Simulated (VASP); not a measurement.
A run of VASP 6.6.1:

Contents of POSCAR:

```
HfIn4SiO6
1.0
    5.2774300000      0.0000000000      0.0000000000
   -2.6387200000      4.5703900000      0.0000000000
    0.0000000000      0.0000000000     10.5590500000
Hf In Si O
1 4 1 6
Direct
    0.0000000000      0.0000000000      0.0000000000
    0.3333300000      0.6666700000      0.3044600000
    0.3333300000      0.6666700000      0.6955400000
    0.6666700000      0.3333300000      0.7891900000
    0.6666700000      0.3333300000      0.2108100000
    0.3333300000      0.6666700000      0.0000000000
    0.3063400000      0.3716200000      0.8997200000
    0.6283800000      0.6936600000      0.1002800000
    0.6283800000      0.9347100000      0.8997200000
    0.0652900000      0.3716200000      0.1002800000
    0.0652900000      0.6936600000      0.8997200000
    0.3063400000      0.9347100000      0.1002800000
```

INCAR.step1

```
  PREC = Accurate
  ENCUT = 520
  EDIFF = 1E-5
  ISMEAR = -1
  SIGMA = 0.05
  LREAL = F
  LASPH = T
  NELM = 80
  ALGO = Normal
  ISIF = 2
  LWAVE = T
  LCHARG = F
  GGA = PE
  NBANDS = 63
  LUSENCCL = F
```

The input INCAR.step2:

```
  PREC = Accurate
  ENCUT = 520
  EDIFF = 1E-6
  ISMEAR = -1
  SIGMA = 0.05
  LREAL = F
  LASPH = T
  NELM = 80
  ALGO = Normal
  ISIF = 2
  LWAVE = F
  LCHARG = F
  GGA = PE
  LHFCALC = T
  HFSCREEN = 0.2079
  PRECFOCK = Fast
  ISTART = 1
  NBANDS = 63
  LUSENCCL = F
```

KPOINTS

```
regular mesh
0
Gamma
  3 3 1
```

Potentials or basis: VASP PAW PBE potentials, release 64 (Hf_pv, In_d, Si, O).

Command:

```console
$ cat potpaw_PBE.64/Hf_pv/POTCAR potpaw_PBE.64/In_d/POTCAR potpaw_PBE.64/Si/POTCAR potpaw_PBE.64/O/POTCAR > POTCAR
$ cp INCAR.step1 INCAR
$ mpirun -np 1 vasp_std > vasp.out
$ cp INCAR.step2 INCAR
$ mpirun -np 1 vasp_std > vasp.out
```

Hardware: 1 × NVIDIA H100 80GB with 1 thread of Intel(R) Xeon(R) Platinum 8481C CPU @ 2.70GHz (Sapphire Rapids), on a shared host.

Question: How long does it take, and how much memory?

Answer: Wall time 7.7 min on 1 × NVIDIA H100 80GB with 1 thread of Intel(R) Xeon(R) Platinum 8481C CPU @ 2.70GHz (Sapphire Rapids), with other jobs on the host, peak memory 1.3 GiB. Counts: k points 4.
